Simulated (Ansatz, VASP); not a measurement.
MoS2 in VASP and in Ansatz

```xyz
3
Lattice="1.5492 0.8944 5.9983 -1.5492 0.8944 5.9983 0.0000 -1.7889 5.9983" Properties=species:S:1:pos:R:3 pbc="T T T"
Mo    0.0000    0.0000    0.0000
S     0.0000    0.0000   13.4674
S     0.0000    0.0000   10.5253
```

Change from the starting cell: volume scaled by 0.94.

Alike in both runs: task single point; functional PBEsol; k mesh 13 × 13 × 13; occupations fermi-dirac, width 0.05 eV; no spin polarisation.

|  | VASP | Ansatz |
| --- | --- | --- |
| version | VASP 6.6.1 | Ansatz 0.2.0 |
| potentials or method | VASP PAW PBE potentials, release 64 (Mo_sv, S), cutoff 520 eV | all-electron LAPW, scalar-relativistic |

```tsv
	VASP	Ansatz	Ansatz less VASP
pressure (GPa)	16.1	16.2	+0.08
traceless stress, the component that is largest in VASP (GPa)	6.09	6.12	+0.022
rms of the force components (eV/Å)	1.069	1.072	+0.0035
```

VASP's potentials were made for PBE, not for PBEsol. Atom by atom the forces differ by 0.003 eV/Å (rms over components). Ansatz ran all-electron here, and VASP with PAW potentials.
